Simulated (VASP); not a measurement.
# As6H in VASP: relaxation of the atoms with PBE+D3(BJ)

Aim: the relaxation of the atoms of As6H with PBE+D3(BJ).

All numbers are computed with VASP 6.6.1; they aren't measurements. Logs are shortened: lines on timing, memory, paths and dates and some standing lists are left out, and cuts for length are marked.

### 1 The cell of the first run

The cell holds a slab with vacuum, 7 atoms: a = 3.783 Å, b = 3.783 Å, c = 27.025 Å, α = 90.00°, β = 90.00°, γ = 120.00°.

### 2 Relaxation of the atoms, PBE+D3(BJ)

INCAR

```
ALGO     = Normal         # electronic algorithm
DIPOL    = 0.5 0.5 0.493
EDIFF    = 1E-6           # SCF threshold, eV
EDIFFG   = -0.03          # ionic threshold
ENCUT    = 520            # plane-wave cutoff, eV
GGA      = PE             # functional
IBRION   = 2              # ionic algorithm
IDIPOL   = 3            
ISIF     = 2              # what is computed and relaxed
ISMEAR   = 0              # smearing method
IVDW     = 12             # dispersion correction
LASPH    = True           # aspherical terms in the spheres
LCHARG   = False          # write CHGCAR
LDIPOL   = True         
LREAL    = False          # projectors in reciprocal space
LWAVE    = False          # write WAVECAR
NELM     = 80             # most SCF steps
NSW      = 90             # ionic steps
PREC     = Accurate       # precision mode
SIGMA    = 0.1            # smearing width, eV
```

KPOINTS

```
k-points
0
Gamma
  9 9 1
```

POSCAR

```
As6H
1.0
    3.7828824949      0.0000000000      0.0000000000
   -1.8914412475      3.2760723401      0.0000000000
    0.0000000000      0.0000000000     27.0246822174
As H
6 1
Selective dynamics
Direct
    0.3333333333      0.6666666667      0.3145272877  F F F
    0.6666666667      0.3333333333      0.3621548853  F F F
    0.0000000000      0.0000000000      0.4391829909  F F F
    0.3333333333      0.6666666667      0.4866983554  T T T
    0.6666666667      0.3333333333      0.5649327863  T T T
    0.0000000000      0.0000000000      0.6132829440  T T T
    0.0000000000      0.0000000000      0.6687877595  T T T
```

Potentials or basis: VASP PAW PBE potentials, release 64 (As, H).

Run with:

```console
cat potpaw_PBE.64/As/POTCAR potpaw_PBE.64/H/POTCAR > POTCAR
mpirun -np 1 vasp_std > vasp.out
```

OUTCAR:

```text
EDIFF = 1E-6
   EDIFFG = -0.03
   ENCUT = 520
   GGA = PE
   IBRION = 2
   ISIF = 2
   ISMEAR = 0
   IVDW = 12
   LASPH = True
   LREAL = False
   NELM = 80
   NSW = 90
   PREC = Accurate
 IVDW          = 12

 ion  position               nearest neighbor table
   1  0.333  0.667  0.315-   2 2.54   2 2.54   2 2.54
   2  0.667  0.333  0.362-   1 2.54   1 2.54   1 2.54
   3  0.000  0.000  0.439-   4 2.53   4 2.53   4 2.53
   4  0.333  0.667  0.487-   3 2.53   3 2.53   3 2.53
   5  0.667  0.333  0.565-   6 2.55   6 2.55   6 2.55
   6  0.000  0.000  0.613-   7 1.50   5 2.55   5 2.55   5 2.55
   7  0.000  0.000  0.669-   6 1.50

  LATTYP: Found a hexagonal cell.
 ALAT       =     3.7828824949
 C/A-ratio  =     7.1439391136

  Lattice vectors:

 A1 = (   3.7828824949,   0.0000000000,   0.0000000000)
 A2 = (  -1.8914412475,   3.2760723401,   0.0000000000)
 A3 = (   0.0000000000,   0.0000000000,  27.0246822174)

Analysis of symmetry for initial positions (statically):
=====================================================================
 Subroutine PRICEL returns:
 Original cell was already a primitive cell.

 Routine SETGRP: Setting up the symmetry group for a
 hexagonal supercell.

 Subroutine GETGRP returns: Found  6 space group operations
 (whereof  6 operations were pure point group operations)
 out of a pool of 24 trial point group operations.

The static configuration has the point symmetry C_3v.

Analysis of symmetry for dynamics (positions and initial velocities):
=====================================================================
 Subroutine PRICEL returns:
 Original cell was already a primitive cell.

 Routine SETGRP: Setting up the symmetry group for a
 hexagonal supercell.

 Subroutine GETGRP returns: Found  6 space group operations
 (whereof  6 operations were pure point group operations)
 out of a pool of 24 trial point group operations.

The dynamic configuration has the point symmetry C_3v.

Analysis of constrained symmetry for selective dynamics:
=====================================================================
 Subroutine PRICEL returns:
 Original cell was already a primitive cell.

 Routine SETGRP: Setting up the symmetry group for a
 hexagonal supercell.

 Subroutine GETGRP returns: Found  6 space group operations
 (whereof  6 operations were pure point group operations)
 out of a pool of 24 trial point group operations.

The constrained configuration has the point symmetry C_3v.

[... 103 lines left out ...]
   POTIM  = 0.5000    time-step for ionic-motion
   TEBEG  =    0.0;   TEEND  =   0.0 temperature during run
   PSTRESS=    0.0 pullay stress
   NELECT =      31.0000    total number of electrons
   NUPDOWN=      -1.0000    fix difference up-down
   EMIN   =  10.00;   EMAX   =-10.00  energy-range for DOS
   EFERMI =   0.00;   METHOD = LEGACY
   ISMEAR =     0;   SIGMA  =   0.10  broadening in eV -4-tet -1-fermi 0-gaus
   EFERMI_NEDOS =   21; number of points for ismear=-14 and -15
   IALGO  =     38    algorithm
   IMIX   =      4    mixing-type and parameters
     AMIX     =   0.40;   BMIX     =  1.00
     AMIX_MAG =   1.60;   BMIX_MAG =  1.00
  volume/ion in A,a.u.               =      47.85       322.88
  Fermi-wavevector in a.u.,A,eV,Ry     =   0.740542  1.399422  7.461470  0.548403
  Thomas-Fermi vector in A             =   1.834969
   LORBIT       =      0    0 simple, 1 ext, 2 COOP (PROOUT), +10 PAW based schemes
   GGA     = PE    functional components
   LHFCALC =     F    Hartree Fock is set to
   AEXX    =    0.0000 exact exchange contribution
   IVDW    =    12    specifies the selected vdW correction
   LEPSILON=     F    determine dielectric tensor
   LRPA    =     F    only Hartree local field effects (RPA)
 conjugate gradient relaxation of ions
 non-spin polarized calculation
 Gauss-broadening in eV      SIGMA  =   0.10
  energy-cutoff  :      520.00
  volume of cell :      334.92
 maximum number of plane-waves:      9073
   NGX = 15   NGY = 15   NGZ =101

 dipolmoment           0.000000      0.000000      0.147887 electrons x Angstroem

--------------------------------------- Ionic step        1  -------------------------------------------

 number of electron      30.9999999 magnetization

 Free energy of the ion-electron system (eV)
  ---------------------------------------------------
  ext. energy  EPLUGINS =         0.00000000
  ---------------------------------------------------
  free energy    TOTEN  =       -29.80000870 eV

  energy without entropy =      -29.76678057  energy(sigma->0) =      -29.78339463

 E-fermi :   0.0155     XC(G=0):  -4.5215

 val. band max:       -0.0078483985   @ k =   0.2222  -0.0000   0.0000
 cond. band min:       0.0557722805   @ k =   0.2222   0.1111   0.0000
 fundamental gap:      0.0636206790
 Fermi energy:         0.0154549449

 k-point     1 :       0.0000    0.0000    0.0000
  band No.  band energies     occupation
      1     -15.2660      2.00000
      2     -14.6987      2.00000
      3     -13.9132      2.00000
      4     -10.6362      2.00000
      5      -8.9962      2.00000
      6      -7.0036      2.00000
[... 522 lines left out ...]
--------------------------------------- Ionic step        7  -------------------------------------------

 number of electron      30.9999999 magnetization

 dipolmoment           0.000000      0.000000     -0.064141 electrons x Angstroem

 Free energy of the ion-electron system (eV)
  ---------------------------------------------------
  ext. energy  EPLUGINS =         0.00000000
  ---------------------------------------------------
  free energy    TOTEN  =       -29.86836854 eV

  energy without entropy =      -29.83341223  energy(sigma->0) =      -29.85089039

 E-fermi :  -0.1352     XC(G=0):  -4.5230

 val. band max:       -0.1625409788   @ k =   0.4444   0.1111   0.0000
 cond. band min:      -0.1338460400   @ k =   0.2222  -0.0000   0.0000
 fundamental gap:      0.0286949387
 Fermi energy:        -0.1351981682

 k-point     1 :       0.0000    0.0000    0.0000
  band No.  band energies     occupation
      1     -15.3392      2.00000
      2     -14.7242      2.00000
      3     -13.9475      2.00000
      4     -10.5627      2.00000
      5      -8.9753      2.00000
      6      -7.0921      2.00000
[... 253 lines left out ...]
     18       1.2557      0.00000
     19       1.9555      0.00000

------------------------ aborting loop because EDIFF is reached ----------------------------------------

 vacuum level on the upper side and lower side of the slab       (xc-potential included)        -0.582         0.385

 Edisp (eV)   -2.09824

 E8    (eV) :    -0.9088

  FORCE on cell =-STRESS in cart. coord.  units (eV):
  Direction    XX          YY          ZZ          XY          YZ          ZX
  --------------------------------------------------------------------------------------
  -------------------------------------------------------------------------------------
  Total       0.65808     0.65808     0.09335    -0.00000     0.00000     0.00000
  in kB       3.14814     3.14814     0.44657    -0.00000     0.00000     0.00000
  external pressure =        2.25 kB  Pullay stress =        0.00 kB
[... 22 lines left out ...]
  FREE ENERGIE OF THE ION-ELECTRON SYSTEM (eV)
  ---------------------------------------------------
  free  energy   TOTEN  =       -31.9666041788 eV

  energy  without entropy=      -31.9316478606  energy(sigma->0) =      -31.94912602

 reached required accuracy - stopping structural energy minimisation

 vacuum level on the upper side and lower side of the slab         3.221         4.196
```

CONTCAR:

```text
As6H
   1.00000000000000
     3.7828824948999999    0.0000000000000000    0.0000000000000000
    -1.8914412475000000    3.2760723400999998    0.0000000000000000
     0.0000000000000000    0.0000000000000000   27.0246822173999988
  As              H
     6     1
Selective dynamics
Direct
     0.3333333332999970    0.6666666667000030    0.3145272877000025   F   F   F
     0.6666666667000030    0.3333333332999970    0.3621548853000007   F   F   F
     0.0000000000000000    0.0000000000000000    0.4391829909000009   F   F   F
     0.3333333332999970    0.6666666667000030    0.4884457554694058   T   T   T
     0.6666666667000030    0.3333333332999970    0.5636647172073130   T   T   T
     0.0000000000000000    1.0000000000000000    0.6117180996444540   T   T   T
     0.0000000000000000    1.0000000000000000    0.6708980844762130   T   T   T

  0.00000000E+00  0.00000000E+00  0.00000000E+00
  0.00000000E+00  0.00000000E+00  0.00000000E+00
  0.00000000E+00  0.00000000E+00  0.00000000E+00
  0.00000000E+00  0.00000000E+00  0.00000000E+00
  0.00000000E+00  0.00000000E+00  0.00000000E+00
  0.00000000E+00  0.00000000E+00  0.00000000E+00
  0.00000000E+00  0.00000000E+00  0.00000000E+00
```

Run time: 12 min. Hardware: 1 thread of Intel Xeon 8259CL, shared host; peak memory 0.48 GiB.

What came out:

```
Free energy                : -31.9666 eV
Energy gained by relaxing  : 10.5 meV/atom
Ionic steps                : 7
Band gap on the k mesh     : zero (an odd number of electrons rules out a gap without spin polarisation)
Dispersion energy per atom : -0.300 eV
```

The path:
```
step  energy change (eV)  largest force on free atoms (eV/Å)  pressure (GPa)
   1              0.0000                              1.5696            0.65
   2             -0.0478                              0.7990            0.46
   3             -0.0648                              0.2220            0.51
   4             -0.0688                              0.1674            0.43
   5             -0.0733                              0.0447            0.22
   6             -0.0733                              0.0348            0.23
   7             -0.0735                              0.0280            0.22
```

Final structure:
```
As H
1.0
     3.78288    0.00000    0.00000
    -1.89144    3.27607    0.00000
     0.00000    0.00000   27.02468
As H
6 1
Direct
  0.33333 0.66667 0.31453
  0.66667 0.33333 0.36215
  0.00000 0.00000 0.43918
  0.33333 0.66667 0.48845
  0.66667 0.33333 0.56366
  0.00000 0.00000 0.61172
  0.00000 0.00000 0.67090
```

Caveat: an odd number of electrons without spin polarisation forces a metal; a magnetic or distorted state may lie lower.

The gap in the log of VASP goes by the Fermi energy; the results here count the filled bands.